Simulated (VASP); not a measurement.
Set up this calculation in VASP 6.6.1, as the native input.

- Task: relaxation of cell and atoms
- Functional: PBE
- Potentials or basis: VASP PAW PBE potentials, release 64 (Ga_d, B, Sb)
- Cutoff: 600 eV
- k mesh: 5 × 5 × 2
- Occupations: gaussian, width 0.2 eV
- Spin: no spin polarisation
- Dipole correction: no
- Further INCAR settings: ALGO = Normal; EDIFF = 1e-06; IBRION = 2; EDIFFG = -0.08; NSW = 36; ISIF = 3

The structure of Ga3BSb2 lies in POSCAR:

```
Ga3BSb2
1.0
    4.1418425200      0.0000000000      0.0000000000
   -2.0709212600      3.5869408400      0.0000000000
    0.0000000000      0.0000000000     10.0385067400
Ga B Sb
3 1 2
Direct
    0.0000000000      0.0000000000      0.2506069500
    0.6666666700      0.3333333300      0.5939947400
    0.3333333300      0.6666666700      0.9075262000
    0.3333333300      0.6666666700      0.6628438200
    0.0000000000      0.0000000000      0.9967239500
    0.6666666700      0.3333333300      0.3383043100
```

The cell was generated, and may not be a known phase.

These files were run (other wordings do the same):

INCAR

```
SYSTEM = Ga3BSb2
  PREC = Accurate
  ENCUT = 600
  EDIFF = 1E-6
  ISMEAR = 0
  SIGMA = 0.2
  LREAL = .False.
  LASPH = .True.
  NELM = 80
  ALGO = Normal
  ISIF = 3
  LWAVE = .False.
  LCHARG = .False.
  GGA = PE
  IBRION = 2
  NSW = 36
  EDIFFG = -0.08
```

KPOINTS

```
regular mesh
0
Gamma
  5 5 2
  0 0 0
```

Potentials or basis: VASP PAW PBE potentials, release 64 (Ga_d, B, Sb).

Launch:

```bash
$ cat potpaw_PBE.64/Ga_d/POTCAR potpaw_PBE.64/B/POTCAR potpaw_PBE.64/Sb/POTCAR > POTCAR
$ mpirun -np 1 vasp_std > vasp.out
```

Results of the run:

The relaxed volume is 23.79 Å³/atom. The relaxed cell is a = 3.879 Å, b = 3.879 Å, c = 10.955 Å, α = 90.00°, β = 90.00°, γ = 120.00°, the space group after relaxing (to 0.1 Å) is P3m1 (No. 156) and the energy gained by relaxing is 181.9 meV/atom. The ionic steps are 17, the pressure after relaxing is -0.2 GPa and the largest force after relaxing is 0.076 eV/Å. The band gap on the k mesh is zero (bands 26 and 27 overlap by 2.36 eV).

Caveat: spin-orbit coupling is left out, which moves the levels of the heavy elements; the relaxation stopped at a loose force limit of 0.08 eV/Å, so its end isn't a converged minimum.

Wall time 22 min on 1 thread of Intel Xeon 8259CL, with other jobs on the host, peak memory 0.36 GiB.
